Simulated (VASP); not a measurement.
Wanted: the native input for a VASP 6.6.1 run.

```yaml
Task: single point
Functional: PBE
Dispersion: D4
Potentials_or_basis: VASP PAW PBE potentials, release 64 (In_d, Se)
Cutoff: 520 eV
k_mesh: 6 × 6 × 2
Occupations: fermi-dirac, width 0.02 eV
Spin: no spin polarisation
Dipole_correction: no
Further_INCAR_settings: ALGO = Normal; EDIFF = 1e-06; NBANDS = 48
```

The structure of InSe lies in POSCAR:

```
InSe
1.0
    4.0305461006      0.0000000000      0.0000000000
   -2.0152730503      3.4905553142      0.0000000000
    0.0000000000      0.0000000000     16.7197868090
In Se
4 4
Direct
    0.3333333333      0.6666666667      0.1665072345
    0.6666666667      0.3333333333      0.6665072345
    0.3333333333      0.6666666667      0.3334927655
    0.6666666667      0.3333333333      0.8334927655
    0.3333333333      0.6666666667      0.5895272002
    0.6666666667      0.3333333333      0.0895272002
    0.3333333333      0.6666666667      0.9104727998
    0.6666666667      0.3333333333      0.4104727998
```

The input as run:

INCAR

```
PREC     = Accurate       # precision mode
ENCUT    = 520            # plane-wave cutoff, eV
EDIFF    = 1E-6           # SCF threshold, eV
ISMEAR   = -1             # smearing method
SIGMA    = 0.02           # smearing width, eV
LREAL    = F              # projectors in reciprocal space
LASPH    = T              # aspherical terms in the spheres
NELM     = 100            # most SCF steps
ALGO     = Normal         # electronic algorithm
ISIF     = 2              # what is computed and relaxed
LWAVE    = F              # write WAVECAR
LCHARG   = F              # write CHGCAR
GGA      = PE             # functional
IVDW     = 13             # dispersion correction
NBANDS   = 48             # bands
```

KPOINTS

```
Automatic mesh
0
Gamma
  6 6 2
```

Potentials or basis: VASP PAW PBE potentials, release 64 (In_d, Se).

Command:

```console
$ cat potpaw_PBE.64/In_d/POTCAR potpaw_PBE.64/Se/POTCAR > POTCAR
$ mpirun -np 1 vasp_std > vasp.out
```

Results of the run:

```json
{
  "Pressure": "0.0 GPa",
  "Largest force": "0.012 eV/Å",
  "Band gap on the k mesh": "0.35 eV",
  "Dispersion energy per atom": "-0.323 eV"
}
```

Caveat: spin-orbit coupling is left out, which moves the levels of the heavy elements.

Wall time 2.5 min on 1 thread of Intel(R) Xeon(R) Platinum 8488C (Sapphire Rapids), on a shared host, peak memory 0.39 GiB.
